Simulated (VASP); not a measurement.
## AlCo (WC type): single point with PBE

Crystal: AlCo (WC type).

```
Co Al
1.0
     2.59889    0.00000    0.00000
    -1.29944    2.25070    0.00000
     0.00000    0.00000    3.67753
Co Al
1 1
Direct
  0.00000 0.00000 0.00000
  0.33333 0.66667 0.50000
```

```
Program             : VASP 6.6.1
Task                : single point
Functional          : PBE
Potentials or basis : VASP PAW PBE potentials, release 64 (Co, Al)
Cutoff              : 520 eV
k mesh              : 15 × 15 × 14
Occupations         : fermi-dirac, width 0.1 eV
Spin                : no spin polarisation
```

* Pressure: 26.5 GPa
* Band gap on the k mesh: zero (bands 6 and 7 overlap by 1.82 eV)

Stress tensor (GPa, compression positive):
```
26.60  0.00  0.00
 0.00 26.60  0.00
 0.00  0.00 26.17
```

Levels at points of the mesh, in eV from the Fermi level:
```csv
k point,band 3,band 4,band 5,band 6,band 7,band 8,band 9,band 10
"(0.00, 0.00, 0.00)",-1.58,-1.58,-1.43,-0.61,-0.61,4.15,14.25,14.25
"(0.00, 0.00, 0.50)",-2.04,-1.57,-1.57,-0.72,-0.72,10.84,15.51,15.51
```

It took 54 s on 1 thread of Intel Xeon 6455B, with other jobs on the host, peak memory 0.19 GiB.

Caveat: the cell stands under pressure; the run has no spin polarisation, though such a crystal can be magnetic. Spin polarisation is off, so any magnetic state and its effect on volume and gap are missing.
